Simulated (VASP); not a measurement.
# PbO in VASP: a series of runs, part 2 of 2

VASP 6.6.1. The steps go on from the part before.

## 5. Single point, LDA (zz strain of -2 %)

INCAR reads:

```
SYSTEM = PbO
PREC     = Accurate       ! precision mode
ENCUT    = 520            ! plane-wave cutoff, eV
EDIFF    = 1E-6           ! SCF threshold, eV
ISMEAR   = -1             ! smearing method
SIGMA    = 0.03           ! smearing width, eV
LREAL    = .FALSE.        ! projectors in reciprocal space
LASPH    = .TRUE.         ! aspherical terms in the spheres
NELM     = 80             ! most SCF steps
ALGO     = Normal         ! electronic algorithm
ISIF     = 2              ! what is computed and relaxed
LWAVE    = .FALSE.        ! write WAVECAR
LCHARG   = .FALSE.        ! write CHGCAR
GGA      = CA             ! functional
NBANDS   = 28             ! bands
```

KPOINTS reads:

```
regular mesh
0
G
  7 7 6
  0 0 0
```

POSCAR reads:

```
PbO
1.0
    3.9744000000      0.0000000000      0.0000000000
    0.0000000000      3.9744000000      0.0000000000
    0.0000000000      0.0000000000      4.9215600000
Pb O
2 2
Direct
    0.0000000000      0.5000000000      0.2351000000
    0.5000000000      0.0000000000      0.7649000000
    0.0000000000      0.0000000000      0.0000000000
    0.5000000000      0.5000000000      0.0000000000
```

Potentials or basis: VASP PAW LDA potentials, release 64 (Pb_d, O).

Run with:

```console
$ cat potpaw_LDA.64/Pb_d/POTCAR potpaw_LDA.64/O/POTCAR > POTCAR
$ mpirun -np 1 vasp_std > vasp.out
```

OUTCAR:

```text
SYSTEM = PbO
   PREC = Accurate
   ENCUT = 520
   EDIFF = 1E-6
   ISMEAR = -1
   LREAL = .FALSE.
   LASPH = .TRUE.
   NELM = 80
   ISIF = 2
   GGA = CA

 ion  position               nearest neighbor table
   1  0.000  0.500  0.235-   3 2.30   4 2.30   3 2.30   4 2.30   2 3.64   2 3.64   2 3.64   2 3.64
                             2 3.83   2 3.83   2 3.83   2 3.83
   2  0.500  0.000  0.765-   3 2.30   4 2.30   4 2.30   3 2.30   1 3.64   1 3.64   1 3.64   1 3.64
                             1 3.83   1 3.83   1 3.83   1 3.83
   3  0.000  0.000  0.000-   1 2.30   2 2.30   1 2.30   2 2.30
   4  0.500  0.500  0.000-   1 2.30   2 2.30   2 2.30   1 2.30

  LATTYP: Found a simple tetragonal cell.
 ALAT       =     3.9744000000
 C/A-ratio  =     1.2383152174

  Lattice vectors:

 A1 = (   3.9744000000,   0.0000000000,   0.0000000000)
 A2 = (   0.0000000000,   3.9744000000,   0.0000000000)
 A3 = (   0.0000000000,   0.0000000000,   4.9215600000)

Analysis of symmetry for initial positions (statically):
=====================================================================
 Subroutine PRICEL returns:
 Original cell was already a primitive cell.

 Routine SETGRP: Setting up the symmetry group for a
 simple tetragonal supercell.

 Subroutine GETGRP returns: Found 16 space group operations
 (whereof  8 operations were pure point group operations)
 out of a pool of 16 trial point group operations.

The static configuration has the point symmetry D_2d.
 The point group associated with its full space group is D_4h.

Analysis of symmetry for dynamics (positions and initial velocities):
=====================================================================
 Subroutine PRICEL returns:
 Original cell was already a primitive cell.

 Routine SETGRP: Setting up the symmetry group for a
 simple tetragonal supercell.

 Subroutine GETGRP returns: Found 16 space group operations
 (whereof  8 operations were pure point group operations)
 out of a pool of 16 trial point group operations.

The dynamic configuration has the point symmetry D_2d.
 The point group associated with its full space group is D_4h.

 Subroutine INISYM returns: Found 16 space group operations
 (whereof  8 operations are pure point group operations),
 and found     1 'primitive' translations

----------------------------------------------------------------------------------------

                                     Primitive cell

  volume of cell :      77.7402

  direct lattice vectors                    reciprocal lattice vectors
     3.974400000  0.000000000  0.000000000     0.251610306  0.000000000  0.000000000
     0.000000000  3.974400000  0.000000000     0.000000000  0.251610306  0.000000000
     0.000000000  0.000000000  4.921560000     0.000000000  0.000000000  0.203187607

  length of vectors
     3.974400000  3.974400000  4.921560000     0.251610306  0.251610306  0.203187607

  position of ions in fractional coordinates (direct lattice)
     0.000000000  0.500000000  0.235100000
     0.500000000  0.000000000  0.764900000
     0.000000000  0.000000000  0.000000000
     0.500000000  0.500000000  0.000000000

  ion indices of the primitive-cell ions
   primitive index   ion index
                 1           1
                 2           2
                 3           3
[... 25 lines left out ...]

 Found     40 irreducible k-points:

 Following reciprocal coordinates:
            Coordinates               Weight
  0.000000  0.000000  0.000000      1.000000
  0.142857  0.000000  0.000000      4.000000
  0.285714  0.000000  0.000000      4.000000
  0.428571  0.000000  0.000000      4.000000
  0.142857  0.142857  0.000000      4.000000
  0.285714  0.142857  0.000000      8.000000
[... 16 lines left out ...]
  0.285714  0.000000  0.333333      8.000000
  0.428571  0.000000  0.333333      8.000000
 [... further k-points ...]
   k-points           NKPTS =     40   k-points in BZ     NKDIM =     40   number of bands    NBANDS=     28
   number of dos      NEDOS =    301   number of ions     NIONS =      4
   total plane-waves  NPLWV =  36000
   dimension x,y,z NGX =    30 NGY =   30 NGZ =   40
   dimension x,y,z NGXF=    60 NGYF=   60 NGZF=   80
   ions per type =               2   2
   NGX,Y,Z   is equivalent  to a cutoff of  12.55, 12.55, 13.51 a.u.
   NGXF,Y,Z  is equivalent  to a cutoff of  25.10, 25.10, 27.02 a.u.
 SYSTEM =  PbO
   PREC   = accura    normal or accurate (medium, high low for compatibility)
   ISTART =      0    job   : 0-new  1-cont  2-samecut
   ICHARG =      2    charge: 1-file 2-atom 10-const
   ISPIN  =      1    spin polarized calculation?
   LNONCOLLINEAR =      F non collinear calculations
   LSORBIT =      F    spin-orbit coupling
   LASPH  =      T    aspherical Exc in radial PAW
   ENCUT  =  520.0 eV  38.22 Ry    6.18 a.u.   7.39  7.39  9.15*2*pi/ulx,y,z
   NELM   =     80;   NELMIN=  2; NELMDL= -5     # of ELM steps
   EDIFF  = 0.1E-05   stopping-criterion for ELM
   LREAL  =      F    real-space projection
   EDIFFG = 0.1E-04   stopping-criterion for IOM
   NSW    =      0    number of steps for IOM
   IBRION =     -1    ionic relax: 0-MD 1-quasi-New 2-CG
   NFREE  =      0    steps in history (QN), initial steepest desc. (CG)
   ISIF   =      2    stress and relaxation
   ISYM   =      2    0-nonsym 1-usesym 2-fastsym
   POTIM  = 0.5000    time-step for ionic-motion
   TEBEG  =    0.0;   TEEND  =   0.0 temperature during run
   PSTRESS=    0.0 pullay stress
   NELECT =      40.0000    total number of electrons
   NUPDOWN=      -1.0000    fix difference up-down
   EMIN   =  10.00;   EMAX   =-10.00  energy-range for DOS
   EFERMI =   0.00;   METHOD = LEGACY
   ISMEAR =    -1;   SIGMA  =   0.03  broadening in eV -4-tet -1-fermi 0-gaus
   EFERMI_NEDOS =   21; number of points for ismear=-14 and -15
   IALGO  =     38    algorithm
   IMIX   =      4    mixing-type and parameters
     AMIX     =   0.40;   BMIX     =  1.00
     AMIX_MAG =   1.60;   BMIX_MAG =  1.00
  volume/ion in A,a.u.               =      19.44       131.15
  Fermi-wavevector in a.u.,A,eV,Ry     =   1.311836  2.479010 23.414449  1.720913
  Thomas-Fermi vector in A             =   2.442270
   LORBIT       =      0    0 simple, 1 ext, 2 COOP (PROOUT), +10 PAW based schemes
   GGA     = CA    functional components
   LHFCALC =     F    Hartree Fock is set to
   AEXX    =    0.0000 exact exchange contribution
   IVDW    =     0    specifies the selected vdW correction
   LEPSILON=     F    determine dielectric tensor
   LRPA    =     F    only Hartree local field effects (RPA)
 non-spin polarized calculation
  energy-cutoff  :      520.00
  volume of cell :       77.74
 maximum number of plane-waves:      2146
 NGX is ok and might be reduce to    30
   NGX = 15   NGY = 15   NGZ = 19

 number of electron      39.9999991 magnetization

 Free energy of the ion-electron system (eV)
  ---------------------------------------------------
  ext. energy  EPLUGINS =         0.00000000
  ---------------------------------------------------
  free energy    TOTEN  =       -24.39562274 eV

  energy without entropy =      -24.39562274  energy(sigma->0) =      -24.39562274

 E-fermi :   5.6569     XC(G=0): -10.4049

 val. band max:        5.0555645756   @ k =   0.1429   0.0000   0.0000
 cond. band min:       6.5170949866   @ k =   0.4286   0.4286   0.0000
 fundamental gap:      1.4615304110
 Fermi energy:         5.6569187002

 k-point     1 :       0.0000    0.0000    0.0000
  band No.  band energies     occupation
      1     -13.2939      2.00000
      2     -12.7574      2.00000
      3     -10.9164      2.00000
      4     -10.9164      2.00000
      5     -10.8422      2.00000
      6     -10.8142      2.00000
[... 733 lines left out ...]
     27      14.4155      0.00000
     28      15.1428      0.00000

 [... further k-points ...]

------------------------ aborting loop because EDIFF is reached ----------------------------------------

  FORCE on cell =-STRESS in cart. coord.  units (eV):
  Direction    XX          YY          ZZ          XY          YZ          ZX
  --------------------------------------------------------------------------------------
  -------------------------------------------------------------------------------------
  Total       -0.2184252     -0.2184252      0.2933198      0.0000000      0.0000000      0.0000000
  in kB       -4.5016055     -4.5016055      6.0451356      0.0000000      0.0000000      0.0000000
  external PRESSURE =      -0.9860251 kB  Pullay stress =       0.0000000 kB

 VOLUME and BASIS-vectors are now :
 -----------------------------------------------------------------------------
  energy-cutoff  :      520.00
  volume of cell :       77.74
      direct lattice vectors                 reciprocal lattice vectors
     3.974400000  0.000000000  0.000000000     0.251610306  0.000000000  0.000000000
     0.000000000  3.974400000  0.000000000     0.000000000  0.251610306  0.000000000
     0.000000000  0.000000000  4.921560000     0.000000000  0.000000000  0.203187607

 POSITION                                       TOTAL-FORCE (eV/Angst)
 -----------------------------------------------------------------------------------
      0.00000      1.98720      1.15706        -0.000000      0.000000      0.262180
      1.98720      0.00000      3.76450         0.000000      0.000000     -0.262180
      0.00000      0.00000      0.00000        -0.000000     -0.000000      0.000000
      1.98720      1.98720      0.00000         0.000000      0.000000      0.000000
 -----------------------------------------------------------------------------------
    total drift:                                0.000000      0.000000     -0.000000

  FREE ENERGIE OF THE ION-ELECTRON SYSTEM (eV)
  ---------------------------------------------------
  free  energy   TOTEN  =       -24.3956227406 eV

  energy  without entropy=      -24.3956227406  energy(sigma->0) =      -24.39562274
```

Run time: 2.2 min. Hardware: 1 thread of Intel Xeon 8259CL, shared host; peak memory 0.2 GiB.

Results:

- Free energy: -24.3956 eV
- Pressure: -0.1 GPa
- Largest force: 0.262 eV/Å
- Band gap on the k mesh: 1.46 eV (least direct gap 2.22 eV)

Forces on the atoms (eV/Å):
```
Pb   0.000  0.000  0.262
Pb   0.000  0.000 -0.262
O    0.000  0.000  0.000
O    0.000  0.000  0.000
```

Caveat: the cell differs from its parent crystal (zz strain of -2 %); spin-orbit coupling is left out, which moves the levels of the heavy elements; an odd mesh through Γ misses points on the zone boundary, where band edges can lie.

## 6. Single point, LDA (19.63 Å³/atom)

This run uses another cell than the first one, of 19.63 Å³/atom.

INCAR reads:

```
PREC = Accurate ; ENCUT = 520
EDIFF = 1E-6 ; ISMEAR = -1
SIGMA = 0.03 ; LREAL = False
LASPH = True ; NELM = 100
ALGO = Normal ; ISIF = 2
LWAVE = False ; LCHARG = True
LELF = True ; LVHAR = True
NBANDS = 28
```

KPOINTS reads:

```
Automatic mesh
0
Gamma
  7 7 6
```

POSCAR reads:

```
PbO
1.0
    3.9611075930      0.0000000000      0.0000000000
    0.0000000000      3.9611075930      0.0000000000
    0.0000000000      0.0000000000      5.0052038879
Pb O
2 2
Direct
    0.0000000000      0.5000000000      0.2351000000
    0.5000000000      0.0000000000      0.7649000000
    0.0000000000      0.0000000000      0.0000000000
    0.5000000000      0.5000000000      0.0000000000
```

Potentials or basis: VASP PAW LDA potentials, release 64 (Pb_d, O).

Run with:

```console
$ cat potpaw_LDA.64/Pb_d/POTCAR potpaw_LDA.64/O/POTCAR > POTCAR
$ mpirun -np 1 vasp_std > vasp.out
```

OUTCAR:

```text
PREC = Accurate
   ENCUT = 520
   EDIFF = 1E-6
   ISMEAR = -1
   LREAL = False
   LASPH = True
   NELM = 100
   ISIF = 2

 ion  position               nearest neighbor table
   1  0.000  0.500  0.235-   3 2.30   4 2.30   3 2.30   4 2.30   2 3.66   2 3.66   2 3.66   2 3.66
                             2 3.86   2 3.86   2 3.86   2 3.86
   2  0.500  0.000  0.765-   3 2.30   4 2.30   4 2.30   3 2.30   1 3.66   1 3.66   1 3.66   1 3.66
                             1 3.86   1 3.86   1 3.86   1 3.86
   3  0.000  0.000  0.000-   1 2.30   2 2.30   1 2.30   2 2.30
   4  0.500  0.500  0.000-   1 2.30   2 2.30   2 2.30   1 2.30

  LATTYP: Found a simple tetragonal cell.
 ALAT       =     3.9611075930
 C/A-ratio  =     1.2635869565

  Lattice vectors:

 A1 = (   3.9611075930,   0.0000000000,   0.0000000000)
 A2 = (   0.0000000000,   3.9611075930,   0.0000000000)
 A3 = (   0.0000000000,   0.0000000000,   5.0052038879)

Analysis of symmetry for initial positions (statically):
=====================================================================
 Subroutine PRICEL returns:
 Original cell was already a primitive cell.

 Routine SETGRP: Setting up the symmetry group for a
 simple tetragonal supercell.
[... 174 lines left out ...]

 val. band max:        4.9771824829   @ k =   0.1429   0.0000   0.0000
 cond. band min:       6.4067397642   @ k =   0.4286   0.4286   0.0000
 fundamental gap:      1.4295572813
 Fermi energy:         5.6214567539

 k-point     1 :       0.0000    0.0000    0.0000
  band No.  band energies     occupation
      1     -13.3466      2.00000
      2     -12.7971      2.00000
      3     -11.0090      2.00000
      4     -11.0090      2.00000
      5     -10.9346      2.00000
      6     -10.9241      2.00000
[... 733 lines left out ...]
     27      14.2328      0.00000
     28      14.9893      0.00000

 [... further k-points ...]

------------------------ aborting loop because EDIFF is reached ----------------------------------------

  FORCE on cell =-STRESS in cart. coord.  units (eV):
  Direction    XX          YY          ZZ          XY          YZ          ZX
  --------------------------------------------------------------------------------------
  -------------------------------------------------------------------------------------
  Total       -0.4250979     -0.4250979     -0.2656690      0.0000000      0.0000000      0.0000000
  in kB       -8.6725044     -8.6725044     -5.4199642      0.0000000      0.0000000      0.0000000
  external PRESSURE =      -7.5883243 kB  Pullay stress =       0.0000000 kB

 VOLUME and BASIS-vectors are now :
 -----------------------------------------------------------------------------
  energy-cutoff  :      520.00
  volume of cell :       78.53
      direct lattice vectors                 reciprocal lattice vectors
     3.961107593  0.000000000  0.000000000     0.252454642  0.000000000  0.000000000
     0.000000000  3.961107593  0.000000000     0.000000000  0.252454642  0.000000000
     0.000000000  0.000000000  5.005203888     0.000000000  0.000000000  0.199792061

 POSITION                                       TOTAL-FORCE (eV/Angst)
 -----------------------------------------------------------------------------------
      0.00000      1.98055      1.17672        -0.000000      0.000000      0.045784
      1.98055      0.00000      3.82848         0.000000      0.000000     -0.045784
      0.00000      0.00000      0.00000        -0.000000      0.000000     -0.000000
      1.98055      1.98055      0.00000         0.000000     -0.000000     -0.000000
 -----------------------------------------------------------------------------------
    total drift:                                0.000000      0.000000     -0.000000

  FREE ENERGIE OF THE ION-ELECTRON SYSTEM (eV)
  ---------------------------------------------------
  free  energy   TOTEN  =       -24.3988031956 eV

  energy  without entropy=      -24.3988031956  energy(sigma->0) =      -24.39880320
```

OSZICAR:

```text
N       E                     dE             d eps       ncg     rms          rms(c)
DAV:   1     0.467062198013E+03    0.46706E+03   -0.19776E+04  2240   0.171E+03
DAV:   2     0.351095591257E+02   -0.43195E+03   -0.41450E+03  2284   0.455E+02
DAV:   3    -0.259558394082E+02   -0.61065E+02   -0.59649E+02  2884   0.185E+02
DAV:   4    -0.287240386302E+02   -0.27682E+01   -0.27580E+01  2608   0.411E+01
DAV:   5    -0.288019094995E+02   -0.77871E-01   -0.77862E-01  2496   0.759E+00    0.119E+01
DAV:   6    -0.246749711239E+02    0.41269E+01   -0.23330E+01  3312   0.395E+01    0.529E+00
DAV:   7    -0.244667542690E+02    0.20822E+00   -0.27757E+00  2792   0.119E+01    0.240E+00
DAV:   8    -0.244114943076E+02    0.55260E-01   -0.56593E-01  2444   0.473E+00    0.815E-01
DAV:   9    -0.243983485943E+02    0.13146E-01   -0.59557E-02  3584   0.203E+00    0.234E-01
DAV:  10    -0.243990979140E+02   -0.74932E-03   -0.11336E-02  2648   0.724E-01    0.869E-02
DAV:  11    -0.243988518702E+02    0.24604E-03   -0.19300E-03  3840   0.358E-01    0.584E-02
DAV:  12    -0.243988136862E+02    0.38184E-04   -0.18625E-04  3348   0.127E-01    0.306E-02
DAV:  13    -0.243988032528E+02    0.10433E-04   -0.57659E-05  2824   0.514E-02    0.418E-03
DAV:  14    -0.243988031956E+02    0.57143E-07   -0.15666E-06  1780   0.173E-02
   1 F= -.24398803E+02 E0= -.24398803E+02  d E =-.130794E-10
```

stdout:

```text
POSCAR found type information on POSCAR PbO
 POSCAR found :  2 types and       4 ions
 scaLAPACK will be used
 LDA part: xc-table for (Slater(with rela. corr.)+CA(PZ))
 , standard interpolation
 POSCAR, INCAR and KPOINTS ok, starting setup
 FFT: planning ... GRIDC
 FFT: planning ... GRID_SOFT
 FFT: planning ... GRID
 WAVECAR not read
 entering main loop
```

Run time: 2.3 min. Hardware: 1 thread of Intel Xeon 8259CL, shared host; peak memory 0.2 GiB.

What came out:

| Item | Value |
| --- | --- |
| Free energy | -24.3988 eV |
| Pressure | -0.8 GPa |
| Largest force | 0.046 eV/Å |
| Band gap on the k mesh | 1.43 eV (least direct gap 2.23 eV) |

Forces on the atoms (eV/Å):
```
Pb   0.000  0.000  0.046
Pb   0.000  0.000 -0.046
O    0.000  0.000  0.000
O    0.000  0.000  0.000
```

Caveat: spin-orbit coupling is left out, which moves the levels of the heavy elements; an odd mesh through Γ misses points on the zone boundary, where band edges can lie.

## 7. Overview

| cell | gap on the mesh (eV) | pressure (GPa) | largest force (eV/Å) |
| --- | --- | --- | --- |
| a = 3.974, b = 3.974, c = 5.022 Å, angles 89.4°, 4 atoms | 1.43 | -1.6 | 0.13 |
| a = 3.975, b = 3.975, c = 5.023 Å, angles 88.8°, 4 atoms | 1.40 | -1.5 | 0.19 |
| a = 3.921, b = 3.921, c = 4.954 Å, 4 atoms | 1.38 | 2.1 | 0.50 |
| a = 3.974, b = 3.974, c = 4.922 Å, 4 atoms | 1.46 | -0.1 | 0.26 |
| a = 3.961, b = 3.961, c = 5.005 Å, 4 atoms | 1.43 | -0.8 | 0.05 |

Alike in all rows: task single point; level LDA; potentials or basis VASP PAW LDA potentials, release 64 (Pb_d, O); no spin polarisation; k mesh 7 × 7 × 6; cutoff (eV) 520; smearing fermi-dirac 0.03 eV.

Caveats: spin-orbit coupling is left out, which moves the levels of the heavy elements; an odd mesh through Γ misses points on the zone boundary, where band edges can lie.

Total energies depend on the potentials used, so only differences within one code and one set of settings carry meaning.
